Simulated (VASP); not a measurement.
Write the native input for VASP 6.6.1 that does the following.

```yaml
Task: single point
Functional: PBE-based screened hybrid with 50 % exact exchange
Potentials_or_basis: VASP PAW PBE potentials, release 64 (Al, P)
Cutoff: 400 eV
k_mesh: 4 × 4 × 4
Occupations: gaussian, width 0.01 eV
Spin: no spin polarisation
Dipole_correction: no
Grid_for_exact_exchange_PRECFOCK: Normal
Share_of_exact_exchange: 0.5
Further_INCAR_settings: ALGO = Normal; EDIFF = 1e-06; NBANDS = 11
Screening_parameter: 0.1 1/Å
```

AlP:

```
Al P
1.0
     0.00000    2.73926    2.73926
     2.73926    0.00000    2.73926
     2.73926    2.73926    0.00000
Al P
1 1
Direct
  0.00000 0.00000 0.00000
  0.25000 0.25000 0.25000
```

The input as run:

POSCAR

```
AlP
1.0
    0.0000000000      2.7392607946      2.7392607946
    2.7392607946      0.0000000000      2.7392607946
    2.7392607946      2.7392607946      0.0000000000
Al P
1 1
Direct
    0.0000000000      0.0000000000      0.0000000000
    0.2500000000      0.2500000000      0.2500000000
```

INCAR.step1

```
SYSTEM = AlP
PREC = Accurate
ENCUT = 400
EDIFF = 1E-5
ISMEAR = 0
SIGMA = 0.01
LREAL = .FALSE.
LASPH = .TRUE.
NELM = 120
ALGO = Normal
ISIF = 2
LWAVE = .TRUE.
LCHARG = .FALSE.
NBANDS = 11
GGA = PE
GGA_COMPAT = .FALSE.
```

INCAR.step2

```
SYSTEM = AlP
PREC = Accurate
ENCUT = 400
EDIFF = 1E-6
ISMEAR = 0
SIGMA = 0.01
LREAL = .FALSE.
LASPH = .TRUE.
NELM = 120
ALGO = Normal
ISIF = 2
LWAVE = .FALSE.
LCHARG = .FALSE.
GGA = PE
LHFCALC = .TRUE.
AEXX = 0.5
HFSCREEN = 0.1
PRECFOCK = Normal
NBANDS = 11
ISTART = 1
GGA_COMPAT = .FALSE.
```

KPOINTS

```
regular mesh
0
G
  4 4 4
  0 0 0
```

Potentials or basis: VASP PAW PBE potentials, release 64 (Al, P).

Run with:

```bash
$ cat potpaw_PBE.64/Al/POTCAR potpaw_PBE.64/P/POTCAR > POTCAR
$ cp INCAR.step1 INCAR
$ mpirun -np 1 vasp_std > vasp.out
$ cp INCAR.step2 INCAR
$ mpirun -np 1 vasp_std > vasp.out
```

It gave:

* Pressure: -2.1 GPa
* Band gap on the k mesh: 3.73 eV (least direct gap 5.83 eV)

Caveat: the k points lie up to 0.50 Å⁻¹ apart; the PAW data sets were made with another functional, which shifts forces and pressure a little.

It took 41 s on 1 thread of Intel(R) Xeon(R) 6975P-C (Granite Rapids), with other jobs on the host, peak memory 0.25 GiB.
